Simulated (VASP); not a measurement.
# BiW (P-6m2) in VASP: further runs, part 2 of 3

VASP 6.6.1. Earlier steps stand in the parts before.

## Step 4: Relaxation of cell and atoms, PBE

This run uses another cell than the first one, of 24.40 Å³/atom, 1.157 times its volume.

INCAR

```
SYSTEM = BiW
PREC = Accurate ; ENCUT = 600
EDIFF = 1E-6 ; ISMEAR = 0
SIGMA = 0.1 ; LREAL = .FALSE.
LASPH = .TRUE. ; NELM = 80
ALGO = Normal ; ISIF = 3
LWAVE = .FALSE. ; LCHARG = .FALSE.
GGA = PE ; IBRION = 2
NSW = 90 ; EDIFFG = -0.04
```

KPOINTS

```
Automatic mesh
0
G
  6 6 4
  0 0 0
```

POSCAR

```
BiW
1.0
    3.3496604355      0.0000000000      0.0000000000
   -1.6748302177      2.9008910312      0.0000000000
    0.0000000000      0.0000000000      5.0226765928
Bi W
1 1
Direct
    0.6666666667      0.3333333333      0.0000000000
    0.0000000000      0.0000000000      0.5000000000
```

Potentials or basis: VASP PAW PBE potentials, release 64 (Bi_d, W_sv).

On the command line:

```console
$ cat potpaw_PBE.64/Bi_d/POTCAR potpaw_PBE.64/W_sv/POTCAR > POTCAR
$ mpirun -np 1 vasp_std > vasp.out
```

OUTCAR:

```text
SYSTEM = BiW
   PREC = Accurate
   ENCUT = 600
   EDIFF = 1E-6
   ISMEAR = 0
   LREAL = .FALSE.
   LASPH = .TRUE.
   NELM = 80
   ISIF = 3
   GGA = PE
   IBRION = 2
   NSW = 90
   EDIFFG = -0.04

 ion  position               nearest neighbor table
   1  0.667  0.333  0.000-   2 3.17   2 3.17   2 3.17   2 3.17   2 3.17   2 3.17
   2  0.000  0.000  0.500-   1 3.17   1 3.17   1 3.17   1 3.17   1 3.17   1 3.17

  LATTYP: Found a hexagonal cell.
 ALAT       =     3.3496604355
 C/A-ratio  =     1.4994584345

  Lattice vectors:

 A1 = (   3.3496604355,   0.0000000000,   0.0000000000)
 A2 = (  -1.6748302177,   2.9008910312,   0.0000000000)
 A3 = (   0.0000000000,   0.0000000000,   5.0226765928)

Analysis of symmetry for initial positions (statically):
=====================================================================
 Subroutine PRICEL returns:
 Original cell was already a primitive cell.

 Routine SETGRP: Setting up the symmetry group for a
 hexagonal supercell.

 Subroutine GETGRP returns: Found 12 space group operations
 (whereof 12 operations were pure point group operations)
 out of a pool of 24 trial point group operations.

The static configuration has the point symmetry D_3h.

Analysis of symmetry for dynamics (positions and initial velocities):
=====================================================================
 Subroutine PRICEL returns:
 Original cell was already a primitive cell.

 Routine SETGRP: Setting up the symmetry group for a
 hexagonal supercell.

 Subroutine GETGRP returns: Found 12 space group operations
 (whereof 12 operations were pure point group operations)
 out of a pool of 24 trial point group operations.

The dynamic configuration has the point symmetry D_3h.

 Subroutine INISYM returns: Found 12 space group operations
 (whereof 12 operations are pure point group operations),
 and found     1 'primitive' translations

----------------------------------------------------------------------------------------

                                     Primitive cell

  volume of cell :      48.8053

  direct lattice vectors                    reciprocal lattice vectors
     3.349660436  0.000000000  0.000000000     0.298537723  0.172360835  0.000000000
    -1.674830218  2.900891031  0.000000000     0.000000000  0.344721670  0.000000000
     0.000000000  0.000000000  5.022676593     0.000000000  0.000000000  0.199097032

  length of vectors
     3.349660436  3.349660435  5.022676593     0.344721670  0.344721670  0.199097032

  position of ions in fractional coordinates (direct lattice)
     0.666666667  0.333333333  0.000000000
     0.000000000  0.000000000  0.500000000

  ion indices of the primitive-cell ions
   primitive index   ion index
                 1           1
                 2           2

----------------------------------------------------------------------------------------

 KPOINTS: Automatic mesh

Automatic generation of k-mesh.
 Grid dimensions read from file:
 generate k-points for:    6    6    4

 Generating k-lattice:

  Cartesian coordinates                     Fractional coordinates (reciprocal lattice)
     0.049756287  0.028726806  0.000000000     0.166666667  0.000000000  0.000000000
     0.000000000  0.057453612  0.000000000     0.000000000  0.166666667  0.000000000
     0.000000000  0.000000000  0.049774258     0.000000000  0.000000000  0.250000000

  Length of vectors
     0.057453612  0.057453612  0.049774258

  Shift w.r.t. Gamma in fractional coordinates (k-lattice)
     0.000000000  0.000000000  0.000000000

 Subroutine IBZKPT returns following result:
 ===========================================

 Found     21 irreducible k-points:

 Following reciprocal coordinates:
            Coordinates               Weight
  0.000000  0.000000  0.000000      1.000000
  0.166667  0.000000  0.000000      6.000000
  0.333333 -0.000000  0.000000      6.000000
  0.500000  0.000000  0.000000      3.000000
  0.166667  0.166667  0.000000      6.000000
  0.333333  0.166667  0.000000     12.000000
[... 13 lines left out ...]
  0.333333  0.166667  0.500000     12.000000
  0.333333  0.333333  0.500000      2.000000
   k-points           NKPTS =     21   k-points in BZ     NKDIM =     21   number of bands    NBANDS=     18
   number of dos      NEDOS =    301   number of ions     NIONS =      2
   total plane-waves  NPLWV =  31360
   dimension x,y,z NGX =    28 NGY =   28 NGZ =   40
   dimension x,y,z NGXF=    56 NGYF=   56 NGZF=   80
   ions per type =               1   1
   NGX,Y,Z   is equivalent  to a cutoff of  13.90, 13.90, 13.24 a.u.
   NGXF,Y,Z  is equivalent  to a cutoff of  27.79, 27.79, 26.48 a.u.
 SYSTEM =  BiW
   PREC   = accura    normal or accurate (medium, high low for compatibility)
   ISTART =      0    job   : 0-new  1-cont  2-samecut
   ICHARG =      2    charge: 1-file 2-atom 10-const
   ISPIN  =      1    spin polarized calculation?
   LNONCOLLINEAR =      F non collinear calculations
   LSORBIT =      F    spin-orbit coupling
   LASPH  =      T    aspherical Exc in radial PAW
   ENCUT  =  600.0 eV  44.10 Ry    6.64 a.u.   6.69  6.69 10.03*2*pi/ulx,y,z
   NELM   =     80;   NELMIN=  2; NELMDL= -5     # of ELM steps
   EDIFF  = 0.1E-05   stopping-criterion for ELM
   LREAL  =      F    real-space projection
   EDIFFG = -.4E-01   stopping-criterion for IOM
   NSW    =     90    number of steps for IOM
   IBRION =      2    ionic relax: 0-MD 1-quasi-New 2-CG
   NFREE  =      1    steps in history (QN), initial steepest desc. (CG)
   ISIF   =      3    stress and relaxation
   ISYM   =      2    0-nonsym 1-usesym 2-fastsym
   POTIM  = 0.5000    time-step for ionic-motion
   TEBEG  =    0.0;   TEEND  =   0.0 temperature during run
   PSTRESS=    0.0 pullay stress
   NELECT =      29.0000    total number of electrons
   NUPDOWN=      -1.0000    fix difference up-down
   EMIN   =  10.00;   EMAX   =-10.00  energy-range for DOS
   EFERMI =   0.00;   METHOD = LEGACY
   ISMEAR =     0;   SIGMA  =   0.10  broadening in eV -4-tet -1-fermi 0-gaus
   EFERMI_NEDOS =   21; number of points for ismear=-14 and -15
   IALGO  =     38    algorithm
   IMIX   =      4    mixing-type and parameters
     AMIX     =   0.40;   BMIX     =  1.00
     AMIX_MAG =   1.60;   BMIX_MAG =  1.00
  volume/ion in A,a.u.               =      24.40       164.68
  Fermi-wavevector in a.u.,A,eV,Ry     =   1.376317  2.600861 25.772802  1.894247
  Thomas-Fermi vector in A             =   2.501572
   LORBIT       =      0    0 simple, 1 ext, 2 COOP (PROOUT), +10 PAW based schemes
   GGA     = PE    functional components
   LHFCALC =     F    Hartree Fock is set to
   AEXX    =    0.0000 exact exchange contribution
   IVDW    =     0    specifies the selected vdW correction
   LEPSILON=     F    determine dielectric tensor
   LRPA    =     F    only Hartree local field effects (RPA)
 conjugate gradient relaxation of ions
 non-spin polarized calculation
 Gauss-broadening in eV      SIGMA  =   0.10
  energy-cutoff  :      600.00
  volume of cell :       48.81
 maximum number of plane-waves:      1652
 NGX is ok and might be reduce to    28
   NGX = 13   NGY = 13   NGZ = 21

--------------------------------------- Ionic step        1  -------------------------------------------

 number of electron      29.0000000 magnetization

 Free energy of the ion-electron system (eV)
  ---------------------------------------------------
  ext. energy  EPLUGINS =         0.00000000
  ---------------------------------------------------
  free energy    TOTEN  =       -13.72794059 eV

  energy without entropy =      -13.70564564  energy(sigma->0) =      -13.71679311

------------------------ aborting loop because EDIFF is reached ----------------------------------------

  FORCE on cell =-STRESS in cart. coord.  units (eV):
  Direction    XX          YY          ZZ          XY          YZ          ZX
  --------------------------------------------------------------------------------------
  -------------------------------------------------------------------------------------
  Total       -3.1062351     -3.1062351     -5.9211264     -0.0000000      0.0000000      0.0000000
  in kB     -101.9711911   -101.9711911   -194.3781743     -0.0000000      0.0000000      0.0000000
  external PRESSURE =    -132.7735188 kB  Pullay stress =       0.0000000 kB
[... 167 lines left out ...]
--------------------------------------- Ionic step        6  -------------------------------------------

 number of electron      29.0000001 magnetization

 E-fermi :   9.8766     XC(G=0): -11.8312

 val. band max:        9.8420735276   @ k =   0.3333  -0.0000   0.0000
 cond. band min:       9.8769469019   @ k =   0.5000   0.0000   0.0000
 fundamental gap:      0.0348733743
 Fermi energy:         9.8766451118

 k-point     1 :       0.0000    0.0000    0.0000
  band No.  band energies     occupation
      1     -64.4165      2.00000
      2     -28.5887      2.00000
      3     -28.5679      2.00000
      4     -28.5679      2.00000
      5     -13.2043      2.00000
      6     -13.2043      2.00000
[... 537 lines left out ...]
--------------------------------------- Ionic step        9  -------------------------------------------

 number of electron      29.0000002 magnetization

 Free energy of the ion-electron system (eV)
  ---------------------------------------------------
  ext. energy  EPLUGINS =         0.00000000
  ---------------------------------------------------
  free energy    TOTEN  =       -14.32404466 eV

  energy without entropy =      -14.31082826  energy(sigma->0) =      -14.31743646

 E-fermi :  10.7312     XC(G=0): -12.1243

 val. band max:       10.7023197663   @ k =   0.5000   0.0000   0.0000
 cond. band min:      10.7599507037   @ k =   0.1667   0.1667   0.2500
 fundamental gap:      0.0576309374
 Fermi energy:        10.7312281628

 k-point     1 :       0.0000    0.0000    0.0000
  band No.  band energies     occupation
      1     -63.5574      2.00000
      2     -27.7914      2.00000
      3     -27.6877      2.00000
      4     -27.6877      2.00000
      5     -12.5664      2.00000
      6     -12.5664      2.00000
[... 459 lines left out ...]
  FREE ENERGIE OF THE ION-ELECTRON SYSTEM (eV)
  ---------------------------------------------------
  free  energy   TOTEN  =       -14.3240446563 eV

  energy  without entropy=      -14.3108282612  energy(sigma->0) =      -14.31743646

 reached required accuracy - stopping structural energy minimisation
```

OSZICAR:

```text
N       E                     dE             d eps       ncg     rms          rms(c)
DAV:   1     0.300701728885E+03    0.30070E+03   -0.18569E+04   788   0.213E+03
DAV:   2     0.424184837099E+01   -0.29646E+03   -0.29304E+03   764   0.531E+02
DAV:   3    -0.138092331759E+02   -0.18051E+02   -0.17267E+02   966   0.133E+02
[... 85 lines left out ...]
DAV:   2    -0.143277546537E+02    0.89412E-02   -0.18010E-02   836   0.154E+00    0.347E-01
DAV:   3    -0.143240588060E+02    0.36958E-02   -0.79925E-03   910   0.947E-01    0.740E-02
DAV:   4    -0.143240576377E+02    0.11683E-05   -0.60837E-04   814   0.240E-01    0.309E-02
DAV:   5    -0.143240447724E+02    0.12865E-04   -0.36066E-05  1142   0.682E-02    0.719E-03
DAV:   6    -0.143240446563E+02    0.11611E-06   -0.33394E-06   730   0.145E-02
   9 F= -.14324045E+02 E0= -.14317436E+02  d E =-.134465E-02
```

Wall time 56 s (1 thread of Intel Xeon 6975P-C (Granite Rapids), shared host); peak memory 0.2 GiB.

Results:

- Free energy: -14.3240 eV
- Relaxed volume: 21.11 Å³/atom
- Relaxed cell: a = 3.375 Å, b = 3.375 Å, c = 4.281 Å, α = 90.00°, β = 90.00°, γ = 120.00°
- Space group after relaxing (to 0.05 Å): P-6m2 (No. 187)
- Energy gained by relaxing: 298.1 meV/atom
- Ionic steps: 9
- Pressure after relaxing: 0.0 GPa

Stress tensor (GPa, compression positive):
```
-0.07  0.00  0.00
 0.00 -0.07  0.00
 0.00  0.00  0.05
```

The path:
| step | energy change (eV) | largest force (eV/Å) | pressure (GPa) | volume (Å³) |
| --- | --- | --- | --- | --- |
| 1 | 0.0000 | 0.0000 | -13.28 | 48.81 |
| 2 | 0.0172 | 0.0000 | 31.70 | 35.80 |
| 3 | -0.4197 | 0.0000 | 1.75 | 41.46 |
| 4 | -0.5666 | 0.0000 | 4.53 | 40.78 |
| 5 | -0.5678 | 0.0000 | 5.83 | 40.58 |
| 6 | -0.5439 | 0.0000 | -5.93 | 44.55 |
| 7 | -0.5947 | 0.0000 | 0.31 | 42.19 |
| 8 | -0.5948 | 0.0000 | 0.39 | 42.16 |
| 9 | -0.5961 | 0.0000 | -0.03 | 42.23 |

Final structure:
```xyz
2
Lattice="3.3750 0.0000 0.0000 -1.6875 2.9228 0.0000 0.0000 0.0000 4.2807" Properties=species:S:1:pos:R:3 pbc="T T T"
Bi    1.6875    0.9743    0.0000
W     3.3750    0.0000    2.1404
```

Levels at points of the mesh, in eV from the Fermi level:
| k point | band 13 | band 14 | band 15 | band 16 | band 17 | band 18 |
| --- | --- | --- | --- | --- | --- | --- |
| (0.00, 0.00, 0.00) | -1.38 | -1.38 | 0.32 | 0.32 | 2.64 | 5.58 |
| (0.50, 0.00, 0.00) | -2.65 | -0.03 | 0.76 | 1.98 | 2.42 | 3.43 |
| (0.00, 0.00, 0.50) | -0.79 | -0.79 | -0.32 | -0.32 | 5.34 | 5.34 |
| (0.50, 0.00, 0.50) | -2.17 | -1.79 | -0.48 | 1.59 | 1.94 | 3.36 |

Caveat: the k points lie up to 0.37 Å⁻¹ apart in the final cell; spin-orbit coupling is left out, which moves the levels of the heavy elements.

(Part 2 of 3 ends here.)
